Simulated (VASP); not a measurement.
A run of VASP 6.6.1:

File INCAR:

```
SYSTEM = YbMg2Bi2
ALGO = Normal
EDIFF = 1E-7
ENCUT = 520
GGA = CA
ISIF = 2
ISMEAR = -1
LASPH = .TRUE.
LCHARG = .TRUE.
LELF = .TRUE.
LREAL = .FALSE.
LVHAR = .TRUE.
LWAVE = .FALSE.
NBANDS = 37
NELM = 100
PREC = Accurate
SIGMA = 0.1
```

KPOINTS

```
k-points
0
G
  7 7 4
  0 0 0
```

File POSCAR:

```
YbMg2Bi2
1.0
    4.8783493696      0.0000000000      0.0000000000
   -2.4391746848      4.2247715373      0.0000000000
    0.0000000000      0.0000000000      7.8920911667
Yb Mg Bi
1 2 2
Direct
    0.0000000000      0.0000000000      0.0000000000
    0.6666666667      0.3333333333      0.6308000000
    0.3333333333      0.6666666667      0.3692000000
    0.6666666667      0.3333333333      0.2411900000
    0.3333333333      0.6666666667      0.7588100000
```

Potentials or basis: VASP PAW PBE potentials, release 64 (Yb, Mg, Bi_d).

The run is started by

```sh
$ cat potpaw_PBE.64/Yb/POTCAR potpaw_PBE.64/Mg/POTCAR potpaw_PBE.64/Bi_d/POTCAR > POTCAR
$ mpirun -np 1 vasp_std > vasp.out
```

Hardware: 1 thread of Intel(R) Xeon(R) Platinum 8259CL CPU @ 2.50GHz (Skylake/Cascade Lake), on a shared host.

Task: Estimate the wall time of this run.

Result: It took 8.7 min on 1 thread of Intel(R) Xeon(R) Platinum 8259CL CPU @ 2.50GHz (Skylake/Cascade Lake) (shared host), peak memory 0.34 GiB. Counts: scf iterations 34, k points 28.
